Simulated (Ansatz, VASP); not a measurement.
## One calculation of Ge, two programs

The input INCAR:

```
ALGO = Normal ; EDIFF = 1E-8
ENCUT = 520 ; GGA = PS
ISIF = 2 ; ISMEAR = -1
LASPH = T ; LCHARG = F
LEFG = T ; LREAL = F
LWAVE = F ; NBANDS = 21
NELM = 60 ; PREC = Accurate
SIGMA = 0.05
```

KPOINTS

```
k-points
0
Gamma
  11 11 11
```

File POSCAR:

```
Ge
1.0
    0.0000000000      2.7905386918      2.7905386918
    2.7905386918      0.0000000000      2.7905386918
    2.7905386918      2.7905386918      0.0000000000
Ge
2
Direct
    0.5000000000      0.5000000000      0.5000000000
    0.7500000000      0.7500000000      0.7500000000
```

Input for Ansatz:

```yaml
crystal:
  lattice:
    - [0.0, 2.7905386918, 2.7905386918]
    - [2.7905386918, 0.0, 2.7905386918]
    - [2.7905386918, 2.7905386918, 0.0]
  atoms:
    - { symbol: Ge, position: [0.5, 0.5, 0.5] }
    - { symbol: Ge, position: [0.75, 0.75, 0.75] }
kpoints:
  mp_grid: { grid: [11, 11, 11] }
scf:
  occupations: { method: fermi_dirac, width: 0.05 }
hamiltonian:
  xc: pbesol
  pseudopotentials: { kind: all_electron, datasets: crystal }
output:
  forces: true
  stress: true
  eigenvalues: true
  efg: { contact_densities: true }
```

Change from the starting cell: volume scaled by 0.96, crystal datasets.

Alike in both runs: task electric field gradients; functional PBEsol; k mesh 11 × 11 × 11; occupations fermi-dirac, width 0.05 eV; no spin polarisation.

|  | VASP | Ansatz |
| --- | --- | --- |
| version | VASP 6.6.1 | Ansatz 0.2.0 |
| potentials or method | VASP PAW PBE potentials, release 64 (Ge_d), cutoff 520 eV | all-electron PAW with datasets made for the crystal, scalar-relativistic |

```tsv
	VASP	Ansatz	Ansatz less VASP
pressure (GPa)	3.7	3.8	+0.07
```

VASP's potentials were made for PBE, not for PBEsol. Ansatz ran all-electron here, and VASP with PAW potentials.
